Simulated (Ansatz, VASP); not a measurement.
**P: VASP beside Ansatz**

Contents of INCAR:

```
SYSTEM = P
ALGO     = Normal         ! electronic algorithm
EDIFF    = 1E-6           ! SCF threshold, eV
ENCUT    = 520            ! plane-wave cutoff, eV
GGA      = PS             ! functional
ISIF     = 2              ! what is computed and relaxed
ISMEAR   = 0              ! smearing method
LASPH    = .True.         ! aspherical terms in the spheres
LCHARG   = .False.        ! write CHGCAR
LREAL    = .False.        ! projectors in reciprocal space
LWAVE    = .False.        ! write WAVECAR
NBANDS   = 18             ! bands
NELM     = 80             ! most SCF steps
PREC     = Accurate       ! precision mode
SIGMA    = 0.05           ! smearing width, eV
```

Contents of KPOINTS:

```
k-points
0
Gamma
  8 1 6
  0 0 0
```

File POSCAR:

```
P
1.0
    3.2837277200      0.0000000000      0.0000000000
    0.0000000000     34.8570309900      0.0000000000
    0.0000000000      0.0000000000      4.4931221687
P
4
Direct
    0.0000000000      0.9702614300      0.5921507200
    0.0000000000      0.0297385700      0.4078492800
    0.5000000000      0.0297385700      0.0921507200
    0.5000000000      0.9702614300      0.9078492800
```

Input for Ansatz:

```yaml
crystal:
  lattice:
    - [3.28372772, 0.0, 0.0]
    - [0.0, 34.85703099, 0.0]
    - [0.0, 0.0, 4.4931221687]
  atoms:
    - { symbol: P, position: [0.0, 0.97026143, 0.59215072] }
    - { symbol: P, position: [0.0, 0.02973857, 0.40784928] }
    - { symbol: P, position: [0.5, 0.02973857, 0.09215072] }
    - { symbol: P, position: [0.5, 0.97026143, 0.90784928] }
basis:
  ecutwfc: 420
kpoints:
  mp_grid: { grid: [8, 1, 6] }
hamiltonian:
  xc: pbesol
scf:
  occupations: { method: gaussian, width: 0.05 }
output:
  forces: true
  stress: true
  eigenvalues: true
```

Change from the starting cell: strain +0.000 along x and y, -0.030 along z, atoms carried along.

Alike in both runs: task single point; functional PBEsol; k mesh 8 × 1 × 6; occupations gaussian, width 0.05 eV; no spin polarisation.

```csv
,VASP,Ansatz
version,VASP 6.6.1,Ansatz 0.2.0
potentials or method,"VASP PAW PBE potentials, release 64 (P), cutoff 520 eV","scalar-relativistic, plane waves, PAW"
valence electrons in the cell,20,20
```

Ansatz gave:

| Quantity | Value |
| --- | --- |
| gap on the k mesh at the Fermi level (eV) | 0.72 |
| least direct gap on the mesh (eV) | 0.72 |
| rms of the force components (eV/Å) | 0.431 |

What did VASP give for the same quantities?

gap on the k mesh at the Fermi level (eV): 0.73; least direct gap on the mesh (eV): 0.73; rms of the force components (eV/Å): 0.422.

VASP's potentials were made for PBE, not for PBEsol. Atom by atom the forces differ by 0.011 eV/Å (rms over components). The functional is the same, so the differences come from potentials, cutoffs and numerics.
